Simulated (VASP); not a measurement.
YbB2Ru3, 6 atoms in the cell. It takes space group P6/mmm (No. 191, hexagonal). The conventional cell has a = 5.454 Å, b = 5.454 Å, c = 3.003 Å, α = 90.00°, β = 90.00°, γ = 120.00°. Within 4.0 Å of Yb (site symmetry 6/mmm) lie 2 Yb at 3.00 Å and 12 Ru at 3.11 Å and 6 B at 3.15 Å. B (site symmetry -6m2) has 6 Ru at 2.18 Å and 5 B at 3.00 to 3.15 Å and 3 Yb at 3.15 Å within 3.2 Å. Within 3.2 Å of Ru (site symmetry mmm) lie 4 B at 2.18 Å and 6 Ru at 2.73 to 3.00 Å and 4 Yb at 3.11 Å. 

```yaml
Program: VASP 6.6.1
Task: relaxation of cell and atoms
Functional: BLYP
Dispersion: D3(BJ)
Potentials_or_basis: VASP PAW PBE potentials, release 64 (Yb, B, Ru_pv)
Cutoff: 600 eV
k_mesh: 5 × 5 × 7
Occupations: methfessel-paxton, width 0.1 eV
Spin: no spin polarisation
Dipole_correction: no
Further_INCAR_settings: ALGO = Normal; EDIFF = 1e-07; IBRION = 2; EDIFFG = -0.005; NSW = 80; ISIF = 3
```

Potentials or basis: VASP PAW PBE potentials, release 64 (Yb, B, Ru_pv).

Launch:

```console
$ cat potpaw_PBE.64/Yb/POTCAR potpaw_PBE.64/B/POTCAR potpaw_PBE.64/Ru_pv/POTCAR > POTCAR
$ mpirun -np 1 vasp_std > vasp.out
```

Hardware: 1 thread of AMD EPYC 9R45 96-Core Processor (Zen 5) (shared host).

**Question.** Estimate the wall time of this run.

**Answer.** Wall time 29 min on 1 thread of AMD EPYC 9R45 96-Core Processor (Zen 5), on a shared host, peak memory 0.27 GiB. Counts: scf iterations 264, k points 20, ion steps 15.
